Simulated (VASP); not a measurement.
# P (Pm-3m) in VASP: notebook, part 2 of 3

VASP 6.6.1.

## (3) Single point, PBE (volume scaled by 0.4)

Contents of INCAR:

```
SYSTEM = P
PREC = Accurate ; ENCUT = 520
EDIFF = 1E-7 ; ISMEAR = -1
SIGMA = 0.1 ; LREAL = .FALSE.
LASPH = .TRUE. ; NELM = 100
ALGO = Normal ; ISIF = 2
LWAVE = .FALSE. ; LCHARG = .TRUE.
GGA = PE ; LELF = .TRUE.
LVHAR = .TRUE. ; NBANDS = 8
```

Contents of KPOINTS:

```
Automatic mesh
0
G
  17 17 17
  0 0 0
```

Contents of POSCAR:

```
P
1.0
    1.8003216230      0.0000000000      0.0000000000
    0.0000000000      1.8003216230      0.0000000000
    0.0000000000      0.0000000000      1.8003216230
P
1
Direct
    0.0000000000      0.0000000000      0.0000000000
```

Potentials or basis: VASP PAW PBE potentials, release 64 (P).

The run is started by

```sh
cat potpaw_PBE.64/P/POTCAR > POTCAR
mpirun -np 1 vasp_std > vasp.out
```

OUTCAR:

```text
SYSTEM = P
   PREC = Accurate
   ENCUT = 520
   EDIFF = 1E-7
   ISMEAR = -1
   LREAL = .FALSE.
   LASPH = .TRUE.
   NELM = 100
   ISIF = 2
   GGA = PE

 ion  position               nearest neighbor table
   1  0.000  0.000  0.000-

  LATTYP: Found a simple cubic cell.
 ALAT       =     1.8003216230

  Lattice vectors:

 A1 = (   1.8003216230,   0.0000000000,   0.0000000000)
 A2 = (   0.0000000000,   1.8003216230,   0.0000000000)
 A3 = (   0.0000000000,   0.0000000000,   1.8003216230)

Analysis of symmetry for initial positions (statically):
=====================================================================
 Subroutine PRICEL returns:
 Original cell was already a primitive cell.

 Routine SETGRP: Setting up the symmetry group for a
 simple cubic supercell.

 Subroutine GETGRP returns: Found 48 space group operations
 (whereof 48 operations were pure point group operations)
 out of a pool of 48 trial point group operations.

The static configuration has the point symmetry O_h .

Analysis of symmetry for dynamics (positions and initial velocities):
=====================================================================
 Subroutine PRICEL returns:
 Original cell was already a primitive cell.

 Routine SETGRP: Setting up the symmetry group for a
 simple cubic supercell.

 Subroutine GETGRP returns: Found 48 space group operations
 (whereof 48 operations were pure point group operations)
 out of a pool of 48 trial point group operations.

The dynamic configuration has the point symmetry O_h .

 Subroutine INISYM returns: Found 48 space group operations
 (whereof 48 operations are pure point group operations),
 and found     1 'primitive' translations

----------------------------------------------------------------------------------------

                                     Primitive cell
[... 108 lines left out ...]
     AMIX     =   0.40;   BMIX     =  1.00
     AMIX_MAG =   1.60;   BMIX_MAG =  1.00
  volume/ion in A,a.u.               =       5.84        39.38
  Fermi-wavevector in a.u.,A,eV,Ry     =   1.554944  2.938418 32.896855  2.417851
  Thomas-Fermi vector in A             =   2.658957
   LORBIT       =      0    0 simple, 1 ext, 2 COOP (PROOUT), +10 PAW based schemes
   GGA     = PE    functional components
   LHFCALC =     F    Hartree Fock is set to
   AEXX    =    0.0000 exact exchange contribution
   IVDW    =     0    specifies the selected vdW correction
   LEPSILON=     F    determine dielectric tensor
   LRPA    =     F    only Hartree local field effects (RPA)
 non-spin polarized calculation
  energy-cutoff  :      520.00
  volume of cell :        5.84
 maximum number of plane-waves:       171
 NGX is ok and might be reduce to    14
   NGX =  7   NGY =  7   NGZ =  7

 number of electron       5.0000001 magnetization

 Free energy of the ion-electron system (eV)
  ---------------------------------------------------
  ext. energy  EPLUGINS =         0.00000000
  ---------------------------------------------------
  free energy    TOTEN  =         3.52517985 eV

  energy without entropy =        3.53290048  energy(sigma->0) =        3.52904016

 E-fermi :  27.0535     XC(G=0): -15.7173

 val. band max:       27.0532093720   @ k =   0.4706   0.3529   0.3529
 cond. band min:      27.0644796256   @ k =   0.2353   0.1765   0.1765
 fundamental gap:      0.0112702537
 Fermi energy:        27.0534584921

 k-point     1 :       0.0000    0.0000    0.0000
  band No.  band energies     occupation
      1      -1.2430      2.00000
      2      32.7887      0.00000
      3      32.7887      0.00000
      4      40.4553      0.00000
      5      40.4553      0.00000
      6      40.4553      0.00000
      7      58.0074      0.00000
      8      70.6006      0.00000
[... 243 lines left out ...]
 k-point    24 :       0.4706    0.1176    0.0000
  band No.  band energies     occupation
      1       8.5928      2.00000
      2      11.0829      2.00000
      3      35.8721      0.00000
      4      41.1300      0.00000
      5      47.6780      0.00000
      6      50.5710      0.00000
      7      51.3143      0.00000
      8      55.4379      0.00000

 [... further k-points ...]

------------------------ aborting loop because EDIFF is reached ----------------------------------------

  FORCE on cell =-STRESS in cart. coord.  units (eV):
  Direction    XX          YY          ZZ          XY          YZ          ZX
  --------------------------------------------------------------------------------------
  -------------------------------------------------------------------------------------
  Total       25.5719675     25.5719675     25.5719675      0.0000000     -0.0000000      0.0000000
  in kB     7021.4116044   7021.4116044   7021.4116044      0.0000000     -0.0000000      0.0000000
  external PRESSURE =    7021.4116044 kB  Pullay stress =       0.0000000 kB

 VOLUME and BASIS-vectors are now :
 -----------------------------------------------------------------------------
  energy-cutoff  :      520.00
  volume of cell :        5.84
      direct lattice vectors                 reciprocal lattice vectors
     1.800321623  0.000000000  0.000000000     0.555456307  0.000000000  0.000000000
     0.000000000  1.800321623  0.000000000     0.000000000  0.555456307  0.000000000
     0.000000000  0.000000000  1.800321623     0.000000000  0.000000000  0.555456307

 POSITION                                       TOTAL-FORCE (eV/Angst)
 -----------------------------------------------------------------------------------
      0.00000      0.00000      0.00000         0.000000      0.000000      0.000000
 -----------------------------------------------------------------------------------
    total drift:                                0.000000      0.000000      0.000000

  FREE ENERGIE OF THE ION-ELECTRON SYSTEM (eV)
  ---------------------------------------------------
  free  energy   TOTEN  =         3.5251798482 eV

  energy  without entropy=        3.5329004775  energy(sigma->0) =        3.52904016
```

OSZICAR:

```text
N       E                     dE             d eps       ncg     rms          rms(c)
DAV:   1     0.664660482564E+01    0.66466E+01   -0.29249E+03  3352   0.499E+02
DAV:   2     0.333632905733E+01   -0.33103E+01   -0.31829E+01  3752   0.470E+01
DAV:   3     0.332899721585E+01   -0.73318E-02   -0.73300E-02  2896   0.235E+00
DAV:   4     0.332899534234E+01   -0.18735E-05   -0.18737E-05  4120   0.366E-02
DAV:   5     0.332899534064E+01   -0.16971E-08   -0.27637E-09  2960   0.275E-04    0.223E+01
DAV:   6     0.346049352331E+01    0.13150E+00   -0.26384E-02  3208   0.920E-01    0.135E+01
DAV:   7     0.352470125837E+01    0.64208E-01   -0.42050E-02  3360   0.120E+00    0.383E-01
DAV:   8     0.352517065586E+01    0.46940E-03   -0.86130E-04  3032   0.210E-01    0.136E-01
DAV:   9     0.352518060580E+01    0.99499E-05   -0.26032E-05  3720   0.380E-02    0.513E-02
DAV:  10     0.352518008381E+01   -0.52199E-06   -0.16672E-06  3256   0.807E-03    0.122E-02
DAV:  11     0.352517986234E+01   -0.22147E-06   -0.28982E-08  2104   0.137E-03    0.361E-04
DAV:  12     0.352517984824E+01   -0.14099E-07   -0.63898E-10  1584   0.251E-04
   1 F= 0.35251798E+01 E0= 0.35290402E+01  d E =-.772063E-02
```

Wall time 3.6 s (1 thread of Intel Xeon 6975P-C, shared host); peak memory 0.11 GiB.

The run converged, but its numbers aren't listed here, since they failed a check.

## (4) Single point, PBE (volume scaled by 0.45)

Contents of INCAR:

```
SYSTEM = P
PREC = Accurate
ENCUT = 520
EDIFF = 1E-6
ISMEAR = -1
SIGMA = 0.1
LREAL = .False.
LASPH = .True.
NELM = 60
ALGO = Normal
ISIF = 2
LWAVE = .False.
LCHARG = .False.
GGA = PE
NBANDS = 8
```

Contents of KPOINTS:

```
Automatic mesh
0
Gamma
  17 17 17
  0 0 0
```

Contents of POSCAR:

```
P
1.0
    1.8724099421      0.0000000000      0.0000000000
    0.0000000000      1.8724099421      0.0000000000
    0.0000000000      0.0000000000      1.8724099421
P
1
Direct
    0.0000000000      0.0000000000      0.0000000000
```

Potentials or basis: VASP PAW PBE potentials, release 64 (P).

The run is started by

```sh
cat potpaw_PBE.64/P/POTCAR > POTCAR
mpirun -np 1 vasp_std > vasp.out
```

OUTCAR:

```text
SYSTEM = P
   PREC = Accurate
   ENCUT = 520
   EDIFF = 1E-6
   ISMEAR = -1
   LREAL = .False.
   LASPH = .True.
   NELM = 60
   ISIF = 2
   GGA = PE

 ion  position               nearest neighbor table
   1  0.000  0.000  0.000-

  LATTYP: Found a simple cubic cell.
 ALAT       =     1.8724099421

  Lattice vectors:

 A1 = (   1.8724099421,   0.0000000000,   0.0000000000)
 A2 = (   0.0000000000,   1.8724099421,   0.0000000000)
 A3 = (   0.0000000000,   0.0000000000,   1.8724099421)

Analysis of symmetry for initial positions (statically):
=====================================================================
 Subroutine PRICEL returns:
 Original cell was already a primitive cell.

 Routine SETGRP: Setting up the symmetry group for a
 simple cubic supercell.

 Subroutine GETGRP returns: Found 48 space group operations
 (whereof 48 operations were pure point group operations)
 out of a pool of 48 trial point group operations.

The static configuration has the point symmetry O_h .

[... 159 lines left out ...]

 val. band max:       23.9838362679   @ k =   0.4118   0.2941   0.1765
 cond. band min:      24.1665713780   @ k =   0.4118   0.2941   0.2353
 fundamental gap:      0.1827351100
 Fermi energy:        24.0762130824

 k-point     1 :       0.0000    0.0000    0.0000
  band No.  band energies     occupation
      1      -2.2918      2.00000
      2      30.0883      0.00000
      3      30.0883      0.00000
      4      36.1102      0.00000
      5      36.1102      0.00000
      6      36.1102      0.00000
      7      52.2480      0.00000
      8      64.3307      0.00000
[... 243 lines left out ...]
 k-point    24 :       0.4706    0.1176    0.0000
  band No.  band energies     occupation
      1       6.9125      2.00000
      2       9.1282      2.00000
      3      32.4721      0.00000
      4      37.7043      0.00000
      5      43.4110      0.00000
      6      45.3673      0.00000
      7      45.9943      0.00000
      8      50.9166      0.00000

 [... further k-points ...]

------------------------ aborting loop because EDIFF is reached ----------------------------------------

  FORCE on cell =-STRESS in cart. coord.  units (eV):
  Direction    XX          YY          ZZ          XY          YZ          ZX
  --------------------------------------------------------------------------------------
  -------------------------------------------------------------------------------------
  Total       19.9386316     19.9386316     19.9386316      0.0000000      0.0000000      0.0000000
  in kB     4866.3474864   4866.3474864   4866.3474864      0.0000000      0.0000000      0.0000000
  external PRESSURE =    4866.3474864 kB  Pullay stress =       0.0000000 kB

 VOLUME and BASIS-vectors are now :
 -----------------------------------------------------------------------------
  energy-cutoff  :      520.00
  volume of cell :        6.56
      direct lattice vectors                 reciprocal lattice vectors
     1.872409942  0.000000000  0.000000000     0.534071080  0.000000000  0.000000000
     0.000000000  1.872409942  0.000000000     0.000000000  0.534071080  0.000000000
     0.000000000  0.000000000  1.872409942     0.000000000  0.000000000  0.534071080

 POSITION                                       TOTAL-FORCE (eV/Angst)
 -----------------------------------------------------------------------------------
      0.00000      0.00000      0.00000         0.000000      0.000000      0.000000
 -----------------------------------------------------------------------------------
    total drift:                                0.000000      0.000000      0.000000

  FREE ENERGIE OF THE ION-ELECTRON SYSTEM (eV)
  ---------------------------------------------------
  free  energy   TOTEN  =         0.8531629599 eV

  energy  without entropy=        0.8611524253  energy(sigma->0) =        0.85715769
```

OSZICAR:

```text
N       E                     dE             d eps       ncg     rms          rms(c)
DAV:   1     0.461753340621E+01    0.46175E+01   -0.27547E+03  3224   0.491E+02
DAV:   2     0.722445413748E+00   -0.38951E+01   -0.37329E+01  3776   0.486E+01
DAV:   3     0.710029362204E+00   -0.12416E-01   -0.12379E-01  2904   0.285E+00
DAV:   4     0.710024940592E+00   -0.44216E-05   -0.44230E-05  4144   0.539E-02
DAV:   5     0.710024938314E+00   -0.22779E-08   -0.99774E-09  2936   0.495E-04    0.185E+01
DAV:   6     0.806532061007E+00    0.96507E-01   -0.22445E-02  3232   0.843E-01    0.112E+01
DAV:   7     0.852714357272E+00    0.46182E-01   -0.35595E-02  3240   0.110E+00    0.285E-01
DAV:   8     0.853154885840E+00    0.44053E-03   -0.69913E-04  3040   0.181E-01    0.109E-01
DAV:   9     0.853163437317E+00    0.85515E-05   -0.25979E-05  3696   0.360E-02    0.470E-02
DAV:  10     0.853162959947E+00   -0.47737E-06   -0.11165E-06  2408   0.693E-03
   1 F= 0.85316296E+00 E0= 0.85715769E+00  d E =-.798947E-02
```

stdout:

```text
POSCAR found type information on POSCAR P
 POSCAR found :  1 types and       1 ions
 scaLAPACK will be used
 LDA part: xc-table for (Slater+PW92), standard interpolation
 POSCAR, INCAR and KPOINTS ok, starting setup
 FFT: planning ... GRIDC
 FFT: planning ... GRID_SOFT
 FFT: planning ... GRID
 WAVECAR not read
 entering main loop
```

Run time: 3.5 s. Hardware: 1 thread of Intel Xeon 6975P-C, shared host; peak memory 0.11 GiB.

Results:

* Free energy: 0.8532 eV
* Pressure: 486.6 GPa

Levels at points of the mesh, in eV from the Fermi level:
```tsv
k point	band 1	band 2	band 3	band 4	band 5	band 6
(0.00, 0.00, 0.00)	-26.37	6.01	6.01	12.03	12.03	12.03
```

(Part 2 of 3 ends here.)
